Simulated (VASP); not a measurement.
# GaOs12 in VASP: further runs

Runs on GaOs12. Level: PBE+D3(BJ). Tasks: single point.

All numbers are computed with VASP 6.6.1; they aren't measurements. Logs are shortened: lines on timing, memory, paths and dates and some standing lists are left out, and cuts for length are marked.

**1. The cell of the first run**

The cell holds a slab with vacuum, 13 atoms: a = 5.480 Å, b = 5.480 Å, c = 16.326 Å, α = 90.00°, β = 90.00°, γ = 60.00°.

**2. Single point, PBE+D3(BJ)**

Input file INCAR:

```
PREC = Accurate
ENCUT = 520
EDIFF = 1E-6
ISMEAR = -1
SIGMA = 0.1
LREAL = F
LASPH = T
NELM = 100
ALGO = Normal
ISIF = 2
LWAVE = F
LCHARG = F
GGA = PE
IVDW = 12
NBANDS = 66
```

Input file KPOINTS:

```
Automatic mesh
0
Gamma
  4 4 1
```

Input file POSCAR:

```
GaOs12
1.0
    5.4800000000      0.0000000000      0.0000000000
    2.7400000000      4.7458190000      0.0000000000
    0.0000000000      0.0000000000     16.3264600000
Os Ga
12 1
Direct
    0.0000000000      0.0000000000      0.0612502649
    0.5000000000      0.0000000000      0.0612502649
   -0.0000000527      0.5000001054      0.0612502649
    0.4999999473      0.5000001054      0.0612502649
   -0.1670938001      0.3347744615      0.1892616036
    0.3323250278      0.3347630830      0.1892600110
   -0.1663189403      0.8326210924      0.1889520447
    0.3331570885      0.8336912975      0.1893582565
   -0.0138940260      0.0065413367      0.3185243464
    0.5073515022      0.0065440760      0.3185264289
   -0.0000600526      0.5001098862      0.3174536305
    0.5030016985      0.4939958730      0.3184738761
    0.2841979665      0.9315894685      0.4458975185
```

Potentials or basis: VASP PAW PBE potentials, release 64 (Os, Ga_d).

Started as:

```bash
> cat potpaw_PBE.64/Os/POTCAR potpaw_PBE.64/Ga_d/POTCAR > POTCAR
> mpirun -np 1 vasp_std > vasp.out
```

OUTCAR:

```text
PREC = Accurate
   ENCUT = 520
   EDIFF = 1E-6
   ISMEAR = -1
   LREAL = F
   LASPH = T
   NELM = 100
   ISIF = 2
   GGA = PE
   IVDW = 12
 IVDW          = 12

 ion  position               nearest neighbor table
   1  0.000  0.000  0.061-   7 2.62   8 2.62   5 2.63   4 2.74   3 2.74   2 2.74   2 2.74   3 2.74
                             4 2.74
   2  0.500  0.000  0.061-   7 2.62   8 2.62   6 2.63   3 2.74   4 2.74   1 2.74   1 2.74   4 2.74
                             3 2.74
   3  1.000  0.500  0.061-   7 2.62   6 2.62   5 2.62   2 2.74   1 2.74   4 2.74   4 2.74   1 2.74
                             2 2.74
   4  0.500  0.500  0.061-   6 2.62   5 2.62   8 2.62   1 2.74   2 2.74   3 2.74   3 2.74   2 2.74
                             1 2.74
   5  0.833  0.335  0.189-   3 2.62   4 2.62  11 2.62   9 2.62   1 2.63  12 2.63   7 2.73   8 2.74
                             6 2.74   6 2.74   8 2.74   7 2.75
   6  0.332  0.335  0.189-   3 2.62   4 2.62  11 2.62  10 2.62   2 2.63  12 2.63   7 2.73   8 2.74
                             5 2.74   5 2.74   8 2.74   7 2.75
   7  0.834  0.833  0.189-   3 2.62   2 2.62   1 2.62  10 2.62   9 2.62  11 2.63   5 2.73   6 2.73
                             8 2.74   8 2.74   6 2.75   5 2.75
   8  0.333  0.834  0.189-   2 2.62   1 2.62   4 2.62  12 2.65   9 2.68  10 2.68   5 2.74   6 2.74
                             7 2.74   7 2.74   6 2.74   5 2.74
   9  0.986  0.007  0.319-  13 2.55   7 2.62  10 2.62   5 2.62  12 2.66   8 2.68  11 2.74  11 2.74
                            12 2.82  10 2.86
  10  0.507  0.007  0.319-  13 2.55   7 2.62   9 2.62   6 2.62  12 2.66   8 2.68  11 2.74  11 2.74
                            12 2.82   9 2.86
  11  1.000  0.500  0.317-   5 2.62   6 2.62   7 2.63  10 2.74   9 2.74  12 2.74  12 2.74   9 2.74
                            10 2.74
  12  0.503  0.494  0.318-   5 2.63   6 2.63   8 2.65  10 2.66   9 2.66  11 2.74  11 2.74   9 2.82
                            10 2.82  13 2.94
  13  0.284  0.932  0.446-   9 2.55  10 2.55  12 2.94

  LATTYP: Found a hexagonal cell.
 ALAT       =     5.4799998158
 C/A-ratio  =     2.9792811221

  Lattice vectors:

 A1 = (  -2.7400000000,  -4.7458190000,   0.0000000000)
 A2 = (   5.4800000000,   0.0000000000,   0.0000000000)
 A3 = (   0.0000000000,   0.0000000000,  16.3264600000)

Analysis of symmetry for initial positions (statically):
=====================================================================
 Subroutine PRICEL returns:
 Original cell was already a primitive cell.

 Routine SETGRP: Setting up the symmetry group for a
 hexagonal supercell.

 Subroutine GETGRP returns: Found  1 space group operations
 (whereof  1 operations were pure point group operations)
 out of a pool of 24 trial point group operations.

The static configuration has the point symmetry C_1 .

Analysis of symmetry for dynamics (positions and initial velocities):
=====================================================================
 Subroutine PRICEL returns:
 Original cell was already a primitive cell.

 Routine SETGRP: Setting up the symmetry group for a
 hexagonal supercell.

 Subroutine GETGRP returns: Found  1 space group operations
 (whereof  1 operations were pure point group operations)
 out of a pool of 24 trial point group operations.

The dynamic configuration has the point symmetry C_1 .

 Subroutine INISYM returns: Found  1 space group operations
 (whereof  1 operations are pure point group operations),
 and found     1 'primitive' translations

----------------------------------------------------------------------------------------

                                     Primitive cell

  volume of cell :     424.6037

  direct lattice vectors                    reciprocal lattice vectors
     5.480000000  0.000000000  0.000000000     0.182481752 -0.105355893  0.000000000
     2.740000000  4.745819000  0.000000000     0.000000000  0.210711787  0.000000000
     0.000000000  0.000000000 16.326460000     0.000000000  0.000000000  0.061250265

  length of vectors
     5.480000000  5.479999816 16.326460000     0.210711779  0.210711787  0.061250265

  position of ions in fractional coordinates (direct lattice)
[... 38 lines left out ...]
 Generating k-lattice:

  Cartesian coordinates                     Fractional coordinates (reciprocal lattice)
     0.045620438 -0.026338973  0.000000000     0.250000000  0.000000000  0.000000000
     0.000000000  0.052677947  0.000000000     0.000000000  0.250000000  0.000000000
     0.000000000  0.000000000  0.061250265     0.000000000  0.000000000  1.000000000

  Length of vectors
     0.052677945  0.052677947  0.061250265

  Shift w.r.t. Gamma in fractional coordinates (k-lattice)
     0.000000000  0.000000000  0.000000000

 Subroutine IBZKPT returns following result:
 ===========================================

 Found     10 irreducible k-points:

 Following reciprocal coordinates:
            Coordinates               Weight
  0.000000  0.000000  0.000000      1.000000
  0.250000  0.000000  0.000000      2.000000
  0.250000  0.250000  0.000000      2.000000
  0.000000  0.250000  0.000000      2.000000
  0.500000  0.000000  0.000000      1.000000
  0.500000  0.500000  0.000000      1.000000
  0.000000  0.500000  0.000000      1.000000
  0.500000  0.250000  0.000000      2.000000
  0.250000  0.500000  0.000000      2.000000
 -0.250000  0.250000  0.000000      2.000000
   k-points           NKPTS =     10   k-points in BZ     NKDIM =     10   number of bands    NBANDS=     66
   number of dos      NEDOS =    301   number of ions     NIONS =     13
   total plane-waves  NPLWV = 222264
   dimension x,y,z NGX =    42 NGY =   42 NGZ =  126
   dimension x,y,z NGXF=    84 NGYF=   84 NGZF=  252
   ions per type =              12   1
   NGX,Y,Z   is equivalent  to a cutoff of  12.74, 12.74, 12.83 a.u.
   NGXF,Y,Z  is equivalent  to a cutoff of  25.48, 25.48, 25.66 a.u.
 SYSTEM =  unknown system
   PREC   = accura    normal or accurate (medium, high low for compatibility)
   ISTART =      0    job   : 0-new  1-cont  2-samecut
   ICHARG =      2    charge: 1-file 2-atom 10-const
   ISPIN  =      1    spin polarized calculation?
   LNONCOLLINEAR =      F non collinear calculations
   LSORBIT =      F    spin-orbit coupling
   LASPH  =      T    aspherical Exc in radial PAW
   ENCUT  =  520.0 eV  38.22 Ry    6.18 a.u.  10.19 10.19 30.36*2*pi/ulx,y,z
   NELM   =    100;   NELMIN=  2; NELMDL= -5     # of ELM steps
   EDIFF  = 0.1E-05   stopping-criterion for ELM
   LREAL  =      F    real-space projection
   EDIFFG = 0.1E-04   stopping-criterion for IOM
   NSW    =      0    number of steps for IOM
   IBRION =     -1    ionic relax: 0-MD 1-quasi-New 2-CG
   NFREE  =      0    steps in history (QN), initial steepest desc. (CG)
   ISIF   =      2    stress and relaxation
   ISYM   =      2    0-nonsym 1-usesym 2-fastsym
   POTIM  = 0.5000    time-step for ionic-motion
   TEBEG  =    0.0;   TEEND  =   0.0 temperature during run
   PSTRESS=    0.0 pullay stress
   NELECT =     109.0000    total number of electrons
   NUPDOWN=      -1.0000    fix difference up-down
   EMIN   =  10.00;   EMAX   =-10.00  energy-range for DOS
   EFERMI =   0.00;   METHOD = LEGACY
   ISMEAR =    -1;   SIGMA  =   0.10  broadening in eV -4-tet -1-fermi 0-gaus
   EFERMI_NEDOS =   21; number of points for ismear=-14 and -15
   IALGO  =     38    algorithm
   IMIX   =      4    mixing-type and parameters
     AMIX     =   0.40;   BMIX     =  1.00
     AMIX_MAG =   1.60;   BMIX_MAG =  1.00
  volume/ion in A,a.u.               =      32.66       220.41
  Fermi-wavevector in a.u.,A,eV,Ry     =   1.040453  1.966171 14.728880  1.082542
  Thomas-Fermi vector in A             =   2.175029
   LORBIT       =      0    0 simple, 1 ext, 2 COOP (PROOUT), +10 PAW based schemes
   GGA     = PE    functional components
   LHFCALC =     F    Hartree Fock is set to
   AEXX    =    0.0000 exact exchange contribution
   IVDW    =    12    specifies the selected vdW correction
   LEPSILON=     F    determine dielectric tensor
   LRPA    =     F    only Hartree local field effects (RPA)
 non-spin polarized calculation
  energy-cutoff  :      520.00
  volume of cell :      424.60
 maximum number of plane-waves:     11444
 NGX is ok and might be reduce to    42
   NGX = 21   NGY = 21   NGZ = 61

 number of electron     109.0000010 magnetization

 Free energy of the ion-electron system (eV)
  ---------------------------------------------------
  ext. energy  EPLUGINS =         0.00000000
  ---------------------------------------------------
  free energy    TOTEN  =      -129.53349448 eV

  energy without entropy =     -129.19636381  energy(sigma->0) =     -129.36492915

 E-fermi :   1.2562     XC(G=0):  -7.3341

 val. band max:        1.2452503668   @ k =   0.2500   0.0000   0.0000
 cond. band min:       1.3004560414   @ k =  -0.2500   0.2500   0.0000
 fundamental gap:      0.0552056746
 Fermi energy:         1.2562248282

 k-point     1 :       0.0000    0.0000    0.0000
  band No.  band energies     occupation
      1     -13.2431      2.00000
      2     -13.2346      2.00000
      3     -13.2202      2.00000
      4     -13.1950      2.00000
      5     -13.1892      2.00000
      6      -8.8922      2.00000
[... 679 lines left out ...]
     65       2.5718      0.00000
     66       2.6310      0.00000

------------------------ aborting loop because EDIFF is reached ----------------------------------------

 Edisp (eV)   -5.41314

 E8    (eV) :    -2.7625

  FORCE on cell =-STRESS in cart. coord.  units (eV):
  Direction    XX          YY          ZZ          XY          YZ          ZX
  --------------------------------------------------------------------------------------
  -------------------------------------------------------------------------------------
  Total     -11.31193   -12.89351    -0.34243     0.00008    -0.88840     0.00053
  in kB     -42.68384   -48.65168    -1.29210     0.00029    -3.35226     0.00200
  external pressure =      -30.88 kB  Pullay stress =        0.00 kB

 VOLUME and BASIS-vectors are now :
 -----------------------------------------------------------------------------
  energy-cutoff  :      520.00
  volume of cell :      424.60
      direct lattice vectors                 reciprocal lattice vectors
     5.480000000  0.000000000  0.000000000     0.182481752 -0.105355893  0.000000000
     2.740000000  4.745819000  0.000000000     0.000000000  0.210711787  0.000000000
     0.000000000  0.000000000 16.326460000     0.000000000  0.000000000  0.061250265

 POSITION                                       TOTAL-FORCE (eV/Angst)
 -----------------------------------------------------------------------------------
      0.00000      0.00000      1.00000         0.117599     -0.053715      0.059201
      2.74000      0.00000      1.00000        -0.117745     -0.053698      0.058503
      6.85000      2.37291      1.00000         0.000055      0.089923     -0.015664
      4.11000      2.37291      1.00000        -0.000096      0.161340     -0.078913
      5.48161      1.58878      3.08997         0.000826      0.004340     -0.004788
      2.73839      1.58872      3.08995        -0.001065      0.005656     -0.004127
      6.84995      3.95147      3.08492         0.000975     -0.001001     -0.024870
      4.11002      3.95655      3.09155        -0.000593     -0.014644      0.001778
      5.42178      0.03104      5.20038        -0.041083      0.020217     -0.010715
      2.79822      0.03106      5.20041         0.040884      0.020159     -0.010688
      6.84997      2.37343      5.18289         0.000292     -0.014518      0.006341
      4.11000      2.34442      5.19955        -0.000072     -0.020809      0.006229
      4.10996      4.42115      7.27993         0.000023     -0.143250      0.017714
 -----------------------------------------------------------------------------------
    total drift:                               -0.000016     -0.000266      0.000028

  FREE ENERGIE OF THE ION-ELECTRON SYSTEM (eV)
  ---------------------------------------------------
  free  energy   TOTEN  =      -134.9466310665 eV

  energy  without entropy=     -134.6095004037  energy(sigma->0) =     -134.77806574
```

Wall time 18 min (1 thread of Intel Xeon Platinum 8259CL at 2.50GHz (Skylake/Cascade Lake), shared host); peak memory 0.63 GiB.

What came out:

| Item | Value |
| --- | --- |
| Free energy | -134.9466 eV |
| Largest force | 0.180 eV/Å |
| Band gap on the k mesh | zero (an odd number of electrons rules out a gap without spin polarisation) |
| Dispersion energy per atom | -0.416 eV |

Forces in eV/Å, atoms in the order of the input:
```
Os   0.118 -0.054  0.059
Os  -0.118 -0.054  0.059
Os   0.000  0.090 -0.016
Os   0.000  0.161 -0.079
Os   0.001  0.004 -0.005
Os  -0.001  0.006 -0.004
Os   0.001 -0.001 -0.025
Os  -0.001 -0.015  0.002
Os  -0.041  0.020 -0.011
Os   0.041  0.020 -0.011
Os   0.000 -0.015  0.006
Os   0.000 -0.021  0.006
Ga   0.000 -0.143  0.018
```

Caveat: spin-orbit coupling is left out, which moves the levels of the heavy elements.

**3. Single point, PBE+D3(BJ)**

Input file INCAR:

```
SYSTEM = GaOs12
PREC = Accurate ; ENCUT = 520
EDIFF = 1E-6 ; ISMEAR = -1
SIGMA = 0.1 ; LREAL = .False.
LASPH = .True. ; NELM = 100
ALGO = Normal ; ISIF = 2
LWAVE = .False. ; LCHARG = .False.
GGA = PE ; IVDW = 12
NBANDS = 66
```

Input file KPOINTS:

```
regular mesh
0
Gamma
  4 4 1
  0 0 0
```

Input file POSCAR:

```
GaOs12
1.0
    5.4800000000      0.0000000000      0.0000000000
    2.7400000000      4.7458190000      0.0000000000
    0.0000000000      0.0000000000     16.3264600000
Os Ga
12 1
Direct
    0.0000000000      0.0000000000      0.0612502649
    0.5000000000      0.0000000000      0.0612502649
   -0.0000000527      0.5000001054      0.0612502649
    0.4999999473      0.5000001054      0.0612502649
   -0.1655304068      0.3331947552      0.1891261180
    0.3323368463      0.3331905410      0.1891264242
   -0.1656297344      0.8312539943      0.1889769736
    0.3338607136      0.8322778429      0.1893657290
   -0.0103973308      0.0005063404      0.3188658166
    0.5098902267      0.0005027583      0.3188671641
   -0.0005884426      0.5011725057      0.3180549856
    0.5032265280      0.4935462140      0.3173777414
    0.2350481911      1.0298915740      0.4491744077
```

Potentials or basis: VASP PAW PBE potentials, release 64 (Os, Ga_d).

Started as:

```bash
> cat potpaw_PBE.64/Os/POTCAR potpaw_PBE.64/Ga_d/POTCAR > POTCAR
> mpirun -np 1 vasp_std > vasp.out
```

Wall time 17 min (1 thread of Intel Xeon Platinum 8259CL at 2.50GHz (Skylake/Cascade Lake), shared host); peak memory 0.64 GiB.

Results (log left out):

```yaml
Free_energy: -134.9224 eV
Largest_force: 0.103 eV/Å
Band_gap_on_the_k_mesh: zero (an odd number of electrons rules out a gap without spin polarisation)
Dispersion_energy_per_atom: -0.417 eV
```

Forces on the atoms (eV/Å):
```
Os   0.073 -0.026  0.068
Os  -0.073 -0.026  0.068
Os   0.000  0.021 -0.059
Os   0.000  0.041 -0.073
Os   0.003 -0.002 -0.012
Os  -0.003 -0.001 -0.012
Os   0.000  0.000 -0.010
Os   0.000 -0.006 -0.002
Os  -0.035 -0.005 -0.013
Os   0.035 -0.004 -0.013
Os   0.000  0.024  0.006
Os   0.000 -0.012  0.018
Ga   0.000 -0.006  0.034
```

Levels at points of the mesh, in eV from the Fermi level:
```csv
k point,band 52,band 53,band 54,band 55,band 56,band 57,band 58,band 59
"(0.00, 0.00, 0.00)",0.17,0.42,0.95,1.04,1.09,1.60,1.77,1.80
"(0.50, 0.00, 0.00)",-0.44,-0.36,-0.21,-0.07,-0.03,0.04,0.06,0.20
"(0.50, 0.50, 0.00)",-0.44,-0.36,-0.21,-0.07,-0.03,0.04,0.06,0.20
"(0.00, 0.50, 0.00)",-0.55,-0.45,-0.17,-0.11,-0.01,0.10,0.11,0.16
```

Caveat: spin-orbit coupling is left out, which moves the levels of the heavy elements.
